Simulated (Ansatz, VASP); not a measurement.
**Two plane-wave programs on SnO2**

INCAR

```
SYSTEM = SnO2
PREC     = Accurate       ! precision mode
ENCUT    = 520            ! plane-wave cutoff, eV
EDIFF    = 1E-6           ! SCF threshold, eV
ISMEAR   = 0              ! smearing method
SIGMA    = 0.05           ! smearing width, eV
LREAL    = .FALSE.        ! projectors in reciprocal space
LASPH    = .TRUE.         ! aspherical terms in the spheres
NELM     = 100            ! most SCF steps
ALGO     = Normal         ! electronic algorithm
ISIF     = 2              ! what is computed and relaxed
LWAVE    = .FALSE.        ! write WAVECAR
LCHARG   = .FALSE.        ! write CHGCAR
GGA      = CA             ! functional
NBANDS   = 35             ! bands
```

The input KPOINTS:

```
Automatic mesh
0
G
  6 6 8
  0 0 0
```

File POSCAR:

```
SnO2
1.0
    4.4907696718      0.0000000000      0.0000000000
    0.0000000000      4.4913213421      0.0000000000
    0.0000000000      0.0000000000      3.0339885145
Sn O
2 4
Direct
    0.5000000000      0.5000000000      0.5000000000
    0.0000000000      0.0000000000      0.0000000000
    0.3059833077      0.3321134587      0.0000000000
    0.8059833077      0.1678865413      0.5000000000
    0.1940166923      0.8321134587      0.5000000000
    0.6940166923      0.6678865413      0.0000000000
```

Input for Ansatz:

```yaml
crystal:
  lattice:
    - [4.4907696718, 0.0, 0.0]
    - [0.0, 4.4913213421, 0.0]
    - [0.0, 0.0, 3.0339885145]
  atoms:
    - { symbol: Sn, position: [0.5, 0.5, 0.5] }
    - { symbol: Sn, position: [0.0, 0.0, 0.0] }
    - { symbol: O, position: [0.3059833077, 0.3321134587, 0.0] }
    - { symbol: O, position: [0.8059833077, 0.1678865413, 0.5] }
    - { symbol: O, position: [0.1940166923, 0.8321134587, 0.5] }
    - { symbol: O, position: [0.6940166923, 0.6678865413, 0.0] }
basis:
  ecutwfc: 520.0
kpoints:
  mp_grid: { grid: [6, 6, 8] }
hamiltonian:
  xc: lda
scf:
  occupations: { method: gaussian, width: 0.05 }
output:
  forces: true
  stress: true
  eigenvalues: true
```

Alike in both runs: task single point; functional LDA; k mesh 6 × 6 × 8; occupations gaussian, width 0.05 eV; no spin polarisation.

|  | VASP | Ansatz |
| --- | --- | --- |
| version | VASP 6.6.1 | Ansatz 0.2.0 |
| potentials or method | VASP PAW LDA potentials, release 64 (Sn_d, O), cutoff 520 eV | scalar-relativistic, plane waves, PAW |
| valence electrons in the cell | 52 | 52 |

Ansatz gave:

* gap on the k mesh at the Fermi level (eV): 3.30
* least direct gap on the mesh (eV): 3.30
* rms of the force components (eV/Å): 1.823

**Question.** Which values does VASP return?

**Answer.** gap on the k mesh at the Fermi level (eV): 3.34; least direct gap on the mesh (eV): 3.34; rms of the force components (eV/Å): 1.853.

LDA's correlation is that of Perdew and Zunger in VASP and of Perdew and Wang (1992) in Ansatz. Atom by atom the forces differ by 0.030 eV/Å (rms over components).
